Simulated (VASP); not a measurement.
# TiAl (Pm-3m) in VASP: further runs, part 2 of 2

VASP 6.6.1.

## (3) Single point, PBEsol

INCAR reads:

```
SYSTEM = TiAl
ALGO = Normal
EDIFF = 1E-7
ENCUT = 520
GGA = PS
ISIF = 2
ISMEAR = 0
LASPH = .True.
LCHARG = .True.
LELF = .True.
LREAL = .False.
LVHAR = .True.
LWAVE = .False.
NBANDS = 14
NELM = 80
PREC = Accurate
SIGMA = 0.1
```

KPOINTS reads:

```
k-points
0
Gamma
  14 14 14
  0 0 0
```

POSCAR reads:

```
TiAl
1.0
    3.1561769095      0.0000000000      0.0000000000
    0.0000000000      3.1561769095      0.0000000000
    0.0000000000      0.0000000000      3.1561769095
Ti Al
1 1
Direct
    0.0000000000      0.0000000000      0.0000000000
    0.5000000000      0.5000000000      0.5000000000
```

Potentials or basis: VASP PAW PBE potentials, release 64 (Ti_sv, Al).

The run is started by

```console
$ cat potpaw_PBE.64/Ti_sv/POTCAR potpaw_PBE.64/Al/POTCAR > POTCAR
$ mpirun -np 1 vasp_std > vasp.out
```

OUTCAR:

```text
SYSTEM = TiAl
   EDIFF = 1E-7
   ENCUT = 520
   GGA = PS
   ISIF = 2
   ISMEAR = 0
   LASPH = .True.
   LREAL = .False.
   NELM = 80
   PREC = Accurate

 ion  position               nearest neighbor table
   1  0.000  0.000  0.000-   2 2.73   2 2.73   2 2.73   2 2.73   2 2.73   2 2.73   2 2.73   2 2.73

   2  0.500  0.500  0.500-   1 2.73   1 2.73   1 2.73   1 2.73   1 2.73   1 2.73   1 2.73   1 2.73

  LATTYP: Found a simple cubic cell.
 ALAT       =     3.1561769095

  Lattice vectors:

 A1 = (   3.1561769095,   0.0000000000,   0.0000000000)
 A2 = (   0.0000000000,   3.1561769095,   0.0000000000)
 A3 = (   0.0000000000,   0.0000000000,   3.1561769095)

Analysis of symmetry for initial positions (statically):
=====================================================================
 Subroutine PRICEL returns:
 Original cell was already a primitive cell.

 Routine SETGRP: Setting up the symmetry group for a
 simple cubic supercell.

 Subroutine GETGRP returns: Found 48 space group operations
 (whereof 48 operations were pure point group operations)
 out of a pool of 48 trial point group operations.

The static configuration has the point symmetry O_h .

Analysis of symmetry for dynamics (positions and initial velocities):
=====================================================================
 Subroutine PRICEL returns:
 Original cell was already a primitive cell.

 Routine SETGRP: Setting up the symmetry group for a
 simple cubic supercell.

 Subroutine GETGRP returns: Found 48 space group operations
 (whereof 48 operations were pure point group operations)
 out of a pool of 48 trial point group operations.

The dynamic configuration has the point symmetry O_h .

 Subroutine INISYM returns: Found 48 space group operations
 (whereof 48 operations are pure point group operations),
 and found     1 'primitive' translations

----------------------------------------------------------------------------------------

                                     Primitive cell

  volume of cell :      31.4401

  direct lattice vectors                    reciprocal lattice vectors
[... 115 lines left out ...]
   IVDW    =     0    specifies the selected vdW correction
   LEPSILON=     F    determine dielectric tensor
   LRPA    =     F    only Hartree local field effects (RPA)
 non-spin polarized calculation
 Gauss-broadening in eV      SIGMA  =   0.10
  energy-cutoff  :      520.00
  volume of cell :       31.44
 maximum number of plane-waves:       876
 NGX is ok and might be reduce to    24
   NGX = 11   NGY = 11   NGZ = 11

 number of electron      14.9999993 magnetization

 Free energy of the ion-electron system (eV)
  ---------------------------------------------------
  ext. energy  EPLUGINS =         0.00000000
  ---------------------------------------------------
  free energy    TOTEN  =       -12.97463260 eV

  energy without entropy =      -12.96257762  energy(sigma->0) =      -12.96860511

 E-fermi :   8.9109     XC(G=0): -11.2840

 val. band max:        8.8899811179   @ k =   0.3571   0.2857   0.1429
 cond. band min:       8.9143016003   @ k =   0.2857   0.2857   0.0000
 fundamental gap:      0.0243204824
 Fermi energy:         8.9109053397

 k-point     1 :       0.0000    0.0000    0.0000
  band No.  band energies     occupation
      1     -47.7127      2.00000
      2     -24.0129      2.00000
      3     -24.0129      2.00000
      4     -24.0129      2.00000
      5      -0.4470      2.00000
      6       7.4197      2.00000
      7       7.4197      2.00000
      8      10.7449      0.00000
      9      10.7449      0.00000
     10      10.7449      0.00000
     11      13.4291      0.00000
     12      13.4291      0.00000
     13      13.4291      0.00000
     14      17.8757      0.00000
[... 377 lines left out ...]
      1     -47.6928      2.00000
      2     -24.1564      2.00000
      3     -24.0698      2.00000
      4     -23.9929      2.00000
      5       2.0914      2.00000
      6       5.7068      2.00000
      7       7.7158      2.00000
      8       8.8505      1.60697
      9       9.4484      0.00000
     10      10.2899      0.00000
     11      11.9249      0.00000
     12      14.0885      0.00000
     13      16.5350      0.00000
     14      17.2811      0.00000

 [... further k-points ...]
[... 5 lines left out ...]
  --------------------------------------------------------------------------------------
  -------------------------------------------------------------------------------------
  Total        0.0094300      0.0094300      0.0094300     -0.0000000      0.0000000     -0.0000000
  in kB        0.4805509      0.4805509      0.4805509     -0.0000000      0.0000000     -0.0000000
  external PRESSURE =       0.4805509 kB  Pullay stress =       0.0000000 kB

 VOLUME and BASIS-vectors are now :
 -----------------------------------------------------------------------------
  energy-cutoff  :      520.00
  volume of cell :       31.44
      direct lattice vectors                 reciprocal lattice vectors
     3.156176910  0.000000000  0.000000000     0.316839020  0.000000000  0.000000000
     0.000000000  3.156176910  0.000000000     0.000000000  0.316839020  0.000000000
     0.000000000  0.000000000  3.156176910     0.000000000  0.000000000  0.316839020

 POSITION                                       TOTAL-FORCE (eV/Angst)
 -----------------------------------------------------------------------------------
      0.00000      0.00000      0.00000         0.000000      0.000000      0.000000
      1.57809      1.57809      1.57809         0.000000      0.000000      0.000000
 -----------------------------------------------------------------------------------
    total drift:                               -0.000000      0.000000      0.000000

  FREE ENERGIE OF THE ION-ELECTRON SYSTEM (eV)
  ---------------------------------------------------
  free  energy   TOTEN  =       -12.9746326009 eV

  energy  without entropy=      -12.9625776221  energy(sigma->0) =      -12.96860511
```

OSZICAR:

```text
N       E                     dE             d eps       ncg     rms          rms(c)
DAV:   1     0.991858326738E+02    0.99186E+02   -0.70825E+03  3360   0.109E+03
DAV:   2    -0.904230556414E+01   -0.10823E+03   -0.10425E+03  3456   0.300E+02
DAV:   3    -0.145336355174E+02   -0.54913E+01   -0.53018E+01  5088   0.645E+01
DAV:   4    -0.146969476990E+02   -0.16331E+00   -0.16295E+00  3820   0.998E+00
DAV:   5    -0.147022675302E+02   -0.53198E-02   -0.53189E-02  4868   0.168E+00    0.104E+01
DAV:   6    -0.130471346869E+02    0.16551E+01   -0.51475E+00  3842   0.313E+01    0.281E+00
DAV:   7    -0.129870150539E+02    0.60120E-01   -0.39821E-01  3730   0.831E+00    0.180E+00
DAV:   8    -0.129767648174E+02    0.10250E-01   -0.53496E-02  4452   0.229E+00    0.544E-01
DAV:   9    -0.129745121779E+02    0.22526E-02   -0.95829E-03  3966   0.135E+00    0.180E-01
DAV:  10    -0.129746348781E+02   -0.12270E-03   -0.34003E-04  3718   0.208E-01    0.658E-02
DAV:  11    -0.129746333166E+02    0.15614E-05   -0.17039E-04  4770   0.132E-01    0.999E-03
DAV:  12    -0.129746329934E+02    0.32327E-06   -0.47768E-06  3772   0.221E-02    0.817E-03
DAV:  13    -0.129746325919E+02    0.40151E-06   -0.10915E-06  4768   0.729E-03    0.192E-03
DAV:  14    -0.129746326009E+02   -0.89949E-08   -0.47411E-08  2448   0.149E-03
   1 F= -.12974633E+02 E0= -.12968605E+02  d E =-.120550E-01
```

stdout:

```text
POSCAR found type information on POSCAR TiAl
 POSCAR found :  2 types and       2 ions
 scaLAPACK will be used
 -----------------------------------------------------------------------------
|                                                                             |
|                                                                             |
|     You enforced a specific xc type in the INCAR file but a different       |
|     I HOPE YOU KNOW WHAT YOU ARE DOING!                                     |
|                                                                             |
 -----------------------------------------------------------------------------

 LDA part: xc-table for (Slater+PW92), standard interpolation
 POSCAR, INCAR and KPOINTS ok, starting setup
 FFT: planning ... GRIDC
 FFT: planning ... GRID_SOFT
 FFT: planning ... GRID
 WAVECAR not read
 entering main loop
```

Wall time 83 s (1 thread of AMD EPYC 7R13, shared host); peak memory 0.15 GiB.

What came out:

```
Free energy : -12.9746 eV
Pressure    : 0.0 GPa
```

Caveat: the PAW data sets were made with another functional, which shifts forces and pressure a little.

## (4) Single point, PBEsol

INCAR reads:

```
PREC = Accurate ; ENCUT = 520
EDIFF = 1E-6 ; ISMEAR = 0
SIGMA = 0.15 ; LREAL = F
LASPH = T ; NELM = 100
ALGO = Fast ; ISIF = 2
LWAVE = F ; LCHARG = F
GGA = PS ; NBANDS = 14
```

KPOINTS reads:

```
regular mesh
0
Gamma
  16 16 16
```

POSCAR reads:

```
TiAl
1.0
    3.1560751060      0.0000000000      0.0000000000
    0.0000000000      3.1560751060      0.0000000000
    0.0000000000      0.0000000000      3.1560751060
Ti Al
1 1
Direct
    0.0000000000      0.0000000000      0.0000000000
    0.5000000000      0.5000000000      0.5000000000
```

The run is started by

```console
$ cat potpaw_PBE.64/Ti_sv/POTCAR potpaw_PBE.64/Al/POTCAR > POTCAR
$ mpirun -np 1 vasp_std > vasp.out
```

Run time: 3.9 min. Hardware: 1 thread of AMD EPYC 7R13, shared host; peak memory 0.17 GiB.

It converged, with:

| Property | Result |
| --- | --- |
| Free energy | -12.9806 eV |
| Pressure | 0.1 GPa |

Levels at points of the mesh, in eV from the Fermi level:
| k point | band 3 | band 4 | band 5 | band 6 | band 7 | band 8 | band 9 | band 10 | band 11 | band 12 |
| --- | --- | --- | --- | --- | --- | --- | --- | --- | --- | --- |
| (0.00, 0.00, 0.00) | -32.92 | -32.92 | -9.35 | -1.49 | -1.49 | 1.84 | 1.84 | 1.84 | 4.52 | 4.52 |
| (0.50, 0.00, 0.00) | -32.90 | -32.90 | -6.04 | -5.25 | -0.57 | 0.14 | 0.14 | 2.05 | 3.10 | 6.56 |
| (0.50, 0.50, 0.00) | -33.08 | -32.89 | -5.06 | -2.09 | -2.09 | -1.50 | 0.70 | 0.70 | 2.84 | 4.84 |
| (0.50, 0.50, 0.50) | -33.06 | -33.06 | -3.16 | -3.16 | -3.16 | 0.78 | 2.90 | 2.90 | 2.97 | 2.97 |

Caveat: the PAW data sets were made with another functional, which shifts forces and pressure a little.

## (5) Summary

| k mesh | smearing | gap on the mesh (eV) | pressure (GPa) |
| --- | --- | --- | --- |
| 14 × 14 × 14 | gaussian 0.15 eV | none | 0.1 |
| 14 × 14 × 14 | gaussian 0.1 eV | none | 0.0 |
| 16 × 16 × 16 | gaussian 0.15 eV | none | 0.1 |

Alike in all rows: task single point; level PBEsol; potentials or basis VASP PAW PBE potentials, release 64 (Ti_sv, Al); no spin polarisation; cell as given; cutoff (eV) 520.

Every run on the cell as given and a fine mesh finds a metal.

Caveats: the PAW data sets were made with another functional, which shifts forces and pressure a little.

Absolute energies hang on the potentials; compare differences alone.
